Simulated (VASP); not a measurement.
# HfN in VASP: a series of runs

HfN is run at these levels: PBE; tasks: single point.

All numbers are computed with VASP 6.6.1; they aren't measurements. Logs are shortened: lines on timing, memory, paths and dates and some standing lists are left out, and cuts for length are marked.

### 1 The cell of the first run

The structure is tetragonal, space group I4mm (No. 107). Conventional cell: a = 3.216 Å, b = 3.216 Å, c = 4.229 Å, α = 90.00°, β = 90.00°, γ = 90.00°. Hf (site symmetry 4mm) has 6 N at 2.04 to 2.28 Å within 2.7 Å. N (site symmetry 4mm) has 6 Hf at 2.04 to 2.28 Å within 2.7 Å.

### 2 Single point, PBE (mode 5 frozen in at -0.078 Å, normal strain along y -0.0700)

Contents of INCAR:

```
  PREC = Accurate
  ENCUT = 520
  EDIFF = 1E-7
  ISMEAR = 0
  SIGMA = 0.15
  LREAL = False
  LASPH = True
  NELM = 60
  ALGO = Normal
  ISIF = 2
  LWAVE = False
  LCHARG = False
  GGA = PE
  NBANDS = 14
```

Contents of KPOINTS:

```
regular mesh
0
Gamma
  16 16 16
```

Contents of POSCAR:

```
HfN
1.0
    0.0000000000      2.1146470585      2.2738140414
    2.2738140414      0.0000000000      2.2738140414
    2.2738140414      2.1146470585      0.0000000000
Hf N
1 1
Direct
    0.0013390996     -0.0013390996      0.0013390996
    0.4829361596      0.5170638404      0.4829361596
```

Potentials or basis: VASP PAW PBE potentials, release 64 (Hf_pv, N).

The run is started by

```sh
$ cat potpaw_PBE.64/Hf_pv/POTCAR potpaw_PBE.64/N/POTCAR > POTCAR
$ mpirun -np 1 vasp_std > vasp.out
```

OUTCAR:

```text
PREC = Accurate
   ENCUT = 520
   EDIFF = 1E-7
   ISMEAR = 0
   LREAL = False
   LASPH = True
   NELM = 60
   ISIF = 2
   GGA = PE

 ion  position               nearest neighbor table
   1  0.001  0.999  0.001-   2 2.04   2 2.19   2 2.28   2 2.28   2 2.28   2 2.28
   2  0.483  0.517  0.483-   1 2.04   1 2.19   1 2.28   1 2.28   1 2.28   1 2.28

  LATTYP: Found a body centered tetragonal cell.
 ALAT       =     3.2156586557
 C/A-ratio  =     1.3152186130

  Lattice vectors:

 A1 = (   0.0000000000,  -2.1146470585,   2.2738140414)
 A2 = (   0.0000000000,  -2.1146470585,  -2.2738140414)
 A3 = (   2.2738140414,   2.1146470585,   0.0000000000)

Analysis of symmetry for initial positions (statically):
=====================================================================
 Subroutine PRICEL returns:
 Original cell was already a primitive cell.

 Routine SETGRP: Setting up the symmetry group for a
 body centered tetragonal supercell.

 Subroutine GETGRP returns: Found  8 space group operations
 (whereof  8 operations were pure point group operations)
 out of a pool of 16 trial point group operations.

The static configuration has the point symmetry C_4v.

Analysis of symmetry for dynamics (positions and initial velocities):
=====================================================================
 Subroutine PRICEL returns:
 Original cell was already a primitive cell.

 Routine SETGRP: Setting up the symmetry group for a
 body centered tetragonal supercell.

 Subroutine GETGRP returns: Found  8 space group operations
 (whereof  8 operations were pure point group operations)
 out of a pool of 16 trial point group operations.

The dynamic configuration has the point symmetry C_4v.

 Subroutine INISYM returns: Found  8 space group operations
 (whereof  8 operations are pure point group operations),
 and found     1 'primitive' translations

----------------------------------------------------------------------------------------

                                     Primitive cell

  volume of cell :      21.8664

  direct lattice vectors                    reciprocal lattice vectors
     0.000000000  2.114647059  2.273814041    -0.219894851  0.236446076  0.219894851
     2.273814041  0.000000000  2.273814041     0.219894851 -0.236446076  0.219894851
     2.273814041  2.114647059  0.000000000     0.219894851  0.236446076 -0.219894851

  length of vectors
     3.105150959  3.215658656  3.105150959     0.390658723  0.390658723  0.390658723

  position of ions in fractional coordinates (direct lattice)
     0.001339100  0.998660900  0.001339100
     0.482936160  0.517063840  0.482936160

  ion indices of the primitive-cell ions
   primitive index   ion index
                 1           1
                 2           2

----------------------------------------------------------------------------------------

 KPOINTS: regular mesh

Automatic generation of k-mesh.
 Grid dimensions read from file:
 generate k-points for:   16   16   16

 Generating k-lattice:

  Cartesian coordinates                     Fractional coordinates (reciprocal lattice)
    -0.013743428  0.014777880  0.013743428     0.062500000  0.000000000  0.000000000
     0.013743428 -0.014777880  0.013743428     0.000000000  0.062500000  0.000000000
     0.013743428  0.014777880 -0.013743428     0.000000000  0.000000000  0.062500000

  Length of vectors
     0.024416170  0.024416170  0.024416170

  Shift w.r.t. Gamma in fractional coordinates (k-lattice)
     0.000000000  0.000000000  0.000000000

 Subroutine IBZKPT returns following result:
 ===========================================

 Found    349 irreducible k-points:

 Following reciprocal coordinates:
            Coordinates               Weight
  0.000000  0.000000  0.000000      1.000000
  0.062500  0.000000  0.000000      8.000000
  0.125000  0.000000  0.000000      8.000000
  0.187500  0.000000  0.000000      8.000000
  0.250000  0.000000  0.000000      8.000000
  0.312500  0.000000 -0.000000      8.000000
[... 16 lines left out ...]
 -0.125000  0.062500  0.000000     16.000000
 -0.062500  0.062500  0.000000      8.000000
 [... further k-points ...]
   k-points           NKPTS =    349   k-points in BZ     NKDIM =    349   number of bands    NBANDS=     14
   number of dos      NEDOS =    301   number of ions     NIONS =      2
   total plane-waves  NPLWV =  13824
   dimension x,y,z NGX =    24 NGY =   24 NGZ =   24
   dimension x,y,z NGXF=    48 NGYF=   48 NGZF=   48
   ions per type =               1   1
   NGX,Y,Z   is equivalent  to a cutoff of  12.85, 12.41, 12.85 a.u.
   NGXF,Y,Z  is equivalent  to a cutoff of  25.70, 24.82, 25.70 a.u.
 SYSTEM =  unknown system
   PREC   = accura    normal or accurate (medium, high low for compatibility)
   ISTART =      0    job   : 0-new  1-cont  2-samecut
   ICHARG =      2    charge: 1-file 2-atom 10-const
   ISPIN  =      1    spin polarized calculation?
   LNONCOLLINEAR =      F non collinear calculations
   LSORBIT =      F    spin-orbit coupling
   LASPH  =      T    aspherical Exc in radial PAW
   ENCUT  =  520.0 eV  38.22 Ry    6.18 a.u.   5.77  5.98  5.77*2*pi/ulx,y,z
   NELM   =     60;   NELMIN=  2; NELMDL= -5     # of ELM steps
   EDIFF  = 0.1E-06   stopping-criterion for ELM
   LREAL  =      F    real-space projection
   EDIFFG = 0.1E-05   stopping-criterion for IOM
   NSW    =      0    number of steps for IOM
   IBRION =     -1    ionic relax: 0-MD 1-quasi-New 2-CG
   NFREE  =      0    steps in history (QN), initial steepest desc. (CG)
   ISIF   =      2    stress and relaxation
   ISYM   =      2    0-nonsym 1-usesym 2-fastsym
   POTIM  = 0.5000    time-step for ionic-motion
   TEBEG  =    0.0;   TEEND  =   0.0 temperature during run
   PSTRESS=    0.0 pullay stress
   NELECT =      15.0000    total number of electrons
   NUPDOWN=      -1.0000    fix difference up-down
   EMIN   =  10.00;   EMAX   =-10.00  energy-range for DOS
   EFERMI =   0.00;   METHOD = LEGACY
   ISMEAR =     0;   SIGMA  =   0.15  broadening in eV -4-tet -1-fermi 0-gaus
   EFERMI_NEDOS =   21; number of points for ismear=-14 and -15
   IALGO  =     38    algorithm
   IMIX   =      4    mixing-type and parameters
     AMIX     =   0.40;   BMIX     =  1.00
     AMIX_MAG =   1.60;   BMIX_MAG =  1.00
  volume/ion in A,a.u.               =      10.93        73.78
  Fermi-wavevector in a.u.,A,eV,Ry     =   1.443819  2.728422 28.362874  2.084612
  Thomas-Fermi vector in A             =   2.562183
   LORBIT       =      0    0 simple, 1 ext, 2 COOP (PROOUT), +10 PAW based schemes
   GGA     = PE    functional components
   LHFCALC =     F    Hartree Fock is set to
   AEXX    =    0.0000 exact exchange contribution
   IVDW    =     0    specifies the selected vdW correction
   LEPSILON=     F    determine dielectric tensor
   LRPA    =     F    only Hartree local field effects (RPA)
 non-spin polarized calculation
 Gauss-broadening in eV      SIGMA  =   0.15
  energy-cutoff  :      520.00
  volume of cell :       21.87
 maximum number of plane-waves:       600
   NGX = 11   NGY = 11   NGZ = 11

 number of electron      15.0000000 magnetization

 Free energy of the ion-electron system (eV)
  ---------------------------------------------------
  ext. energy  EPLUGINS =         0.00000000
  ---------------------------------------------------
  free energy    TOTEN  =       -21.43874152 eV

  energy without entropy =      -21.43241313  energy(sigma->0) =      -21.43557732

 E-fermi :   8.8765     XC(G=0): -12.9993

 val. band max:        8.8763344552   @ k =   0.0625   0.0000   0.0625
 cond. band min:       8.8978518599   @ k =   0.2500   0.0000   0.0625
 fundamental gap:      0.0215174047
 Fermi energy:         8.8764643624

 k-point     1 :       0.0000    0.0000    0.0000
  band No.  band energies     occupation
      1     -22.0584      2.00000
      2     -22.0584      2.00000
      3     -22.0447      2.00000
      4      -8.9721      2.00000
      5       5.4971      2.00000
      6       5.4971      2.00000
      7       6.0141      2.00000
      8       8.3909      2.00000
      9       8.3909      2.00000
     10       9.0942      0.04010
     11       9.9644      0.00000
     12      10.3990      0.00000
     13      13.0355      0.00000
     14      18.6041      0.00000

 k-point     2 :       0.0625    0.0000    0.0000
  band No.  band energies     occupation
      1     -22.1050      2.00000
      2     -22.0647      2.00000
      3     -22.0505      2.00000
      4      -8.8683      2.00000
      5       5.1035      2.00000
      6       5.2627      2.00000
      7       5.7921      2.00000
      8       8.4675      1.99988
      9       8.5270      1.99902
     10       9.1781      0.00445
     11      10.3208      0.00000
     12      10.7232      0.00000
     13      13.3377      0.00000
     14      18.9350      0.00000

 k-point     3 :       0.1250    0.0000    0.0000
  band No.  band energies     occupation
      1     -22.2460      2.00000
      2     -22.0826      2.00000
      3     -22.0557      2.00000
      4      -8.5711      2.00000
      5       4.2423      2.00000
      6       4.7156      2.00000
      7       5.1826      2.00000
      8       8.7127      1.87732
      9       8.9094      0.75600
     10       9.3845      0.00000
     11      11.1790      0.00000
     12      11.5539      0.00000
     13      14.1319      0.00000
     14      19.8532      0.00000

 k-point     4 :       0.1875    0.0000    0.0000
  band No.  band energies     occupation
      1     -22.4498      2.00000
      2     -22.1092      2.00000
      3     -22.0626      2.00000
      4      -8.1191      2.00000
      5       3.2224      2.00000
      6       4.0825      2.00000
      7       4.4434      2.00000
      8       9.0501      0.10164
      9       9.5079      0.00000
     10       9.7766      0.00000
     11      12.2323      0.00000
     12      12.6581      0.00000
     13      15.1981      0.00000
     14      21.1285      0.00000

 k-point     5 :       0.2500    0.0000    0.0000
  band No.  band energies     occupation
      1     -22.6794      2.00000
      2     -22.1403      2.00000
      3     -22.0706      2.00000
      4      -7.5665      2.00000
      5       2.1889      2.00000
      6       3.4892      2.00000
      7       3.7468      2.00000
      8       9.4823      0.00000
      9      10.2931      0.00000
     10      10.3723      0.00000
     11      13.2815      0.00000
[... 276 lines left out ...]
 k-point    22 :      -0.1875    0.0625    0.0000
  band No.  band energies     occupation
      1     -22.5494      2.00000
      2     -22.1504      2.00000
      3     -22.0596      2.00000
      4      -7.8345      2.00000
      5       2.7362      2.00000
      6       3.8074      2.00000
      7       4.0770      2.00000
      8       9.2086      0.00174
      9       9.7140      0.00000
     10      10.4179      0.00000
     11      11.8033      0.00000
     12      13.4814      0.00000
     13      16.2405      0.00000
     14      21.3826      0.00000

 k-point    23 :      -0.1250    0.0625    0.0000
  band No.  band energies     occupation
      1     -22.3413      2.00000
      2     -22.1166      2.00000
      3     -22.0532      2.00000
      4      -8.3227      2.00000
      5       3.6978      2.00000
      6       4.4968      2.00000
      7       4.6765      2.00000
      8       8.9169      0.70305
      9       9.3238      0.00002
     10       9.6301      0.00000
     11      10.8516      0.00000
     12      12.3600      0.00000
     13      15.1049      0.00000
     14      20.5491      0.00000

 k-point    24 :      -0.0625    0.0625    0.0000
  band No.  band energies     occupation
      1     -22.1823      2.00000
      2     -22.0863      2.00000
      3     -22.0508      2.00000
      4      -8.6824      2.00000
      5       4.5484      2.00000
      6       5.1244      2.00000
      7       5.2356      2.00000
      8       8.6514      1.96616
      9       8.9869      0.29775
     10       9.1683      0.00593
     11      10.3252      0.00000
     12      11.3346      0.00000
     13      14.0724      0.00000
     14      19.4924      0.00000

 [... further k-points ...]
[... 5 lines left out ...]
  --------------------------------------------------------------------------------------
  -------------------------------------------------------------------------------------
  Total        0.9034763      8.6142858      0.9034763      0.0000000     -0.0000000      0.0000000
  in kB       66.1987158    631.1783319     66.1987158      0.0000000     -0.0000000      0.0000000
  external PRESSURE =     254.5252545 kB  Pullay stress =       0.0000000 kB

 VOLUME and BASIS-vectors are now :
 -----------------------------------------------------------------------------
  energy-cutoff  :      520.00
  volume of cell :       21.87
      direct lattice vectors                 reciprocal lattice vectors
     0.000000000  2.114647059  2.273814041    -0.219894851  0.236446076  0.219894851
     2.273814041  0.000000000  2.273814041     0.219894851 -0.236446076  0.219894851
     2.273814041  2.114647059  0.000000000     0.219894851  0.236446076 -0.219894851

 POSITION                                       TOTAL-FORCE (eV/Angst)
 -----------------------------------------------------------------------------------
      2.27381      0.00566      2.27381         0.000000     -1.857588      0.000000
      2.27381      2.04248      2.27381         0.000000      1.857588      0.000000
 -----------------------------------------------------------------------------------
    total drift:                                0.000000     -0.000130      0.000000

  FREE ENERGIE OF THE ION-ELECTRON SYSTEM (eV)
  ---------------------------------------------------
  free  energy   TOTEN  =       -21.4387415170 eV

  energy  without entropy=      -21.4324131292  energy(sigma->0) =      -21.43557732
```

Run time: 84 s. Hardware: 1 thread of AMD EPYC 7R43 (Zen 3), shared host; peak memory 0.2 GiB.

What came out:

```yaml
Free_energy: -21.4387 eV
Pressure: 25.5 GPa
Largest_force: 1.858 eV/Å
```

Forces on the atoms (eV/Å):
```
Hf   0.000 -1.858  0.000
N    0.000  1.858  0.000
```

Caveat: the cell differs from its parent crystal (mode 5 frozen in at -0.078 Å, normal strain along y -0.0700); spin-orbit coupling is left out, which moves the levels of the heavy elements; forces of over 1 eV/Å act on the atoms, so gaps and moduli don't describe the material at rest.

[end of part 1 of 2]
